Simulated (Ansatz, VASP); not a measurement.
## Two plane-wave programs on Lu

```xyz
1
Lattice="3.2488 0.0000 0.0000 0.0000 3.2488 0.0000 0.0000 0.0000 3.2488" Properties=species:S:1:pos:R:3 pbc="T T T"
Lu    0.0000    0.0000    0.0000
```

Alike in both runs: functional BLYP; k mesh 10 × 10 × 10; occupations fermi-dirac, width 0.1 eV; no spin polarisation.

Ansatz relaxed the structure, and its values are those at the end. VASP's run is a single point on that final structure, the one shown.

|  | VASP | Ansatz |
| --- | --- | --- |
| version | VASP 6.6.1 | Ansatz 0.2.0 |
| potentials or method | VASP PAW PBE potentials, release 64 (Lu), cutoff 520 eV | plane waves (420 eV) with PAW, scalar-relativistic |
| valence electrons in the cell | 25 | 25 |

|  | VASP | Ansatz | Ansatz less VASP |
| --- | --- | --- | --- |
| pressure (GPa) | 0.2 | 0.0 | -0.10 |

VASP's potentials were made for PBE, not for BLYP.

Spin-orbit coupling is off throughout.
